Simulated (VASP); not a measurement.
Here is a VASP 6.6.1 calculation.

Contents of INCAR:

```
SYSTEM = MgO
ALGO = Normal ; EDIFF = 1E-7
ENCUT = 520 ; GGA = PE
ISIF = 2 ; ISMEAR = 0
LASPH = .TRUE. ; LCHARG = .FALSE.
LREAL = .FALSE. ; LWAVE = .FALSE.
NBANDS = 26 ; NELM = 80
PREC = Accurate ; SIGMA = 0.1
```

Contents of KPOINTS:

```
k-points
0
G
  4 4 4
  0 0 0
```

Contents of POSCAR:

```
MgO
1.0
    2.1278937773      2.1277605147      0.0000235860
    2.1267805794     -2.1266096582      4.2528883944
    2.1266847101     -2.1265161352     -4.2527811239
Mg O
4 4
Direct
   -0.0000045361     -0.0000020384     -0.0000028584
    0.4999984896      0.4999972848     -0.0000034866
    0.5000029334      0.9999922867      0.4999971087
    0.0000057228      0.4999927890      0.4999970642
    0.0000025444      0.2500050435      0.7500052518
    0.4999987791      0.7500051196      0.7500039498
    0.5000007147      0.2500071207      0.2500019449
   -0.0000046479      0.7500023942      0.2500010254
```

Potentials or basis: VASP PAW PBE potentials, release 64 (Mg, O).

Command:

```sh
$ cat potpaw_PBE.64/Mg/POTCAR potpaw_PBE.64/O/POTCAR > POTCAR
$ mpirun -np 1 vasp_std > vasp.out
```

Estimate the pressure.

-0.7 GPa.

Predict the band gap on the k mesh.

4.44 eV.

Caveat: the k points lie up to 0.52 Å⁻¹ apart. PBE gaps usually lie below the measured ones, often by a third to a half.
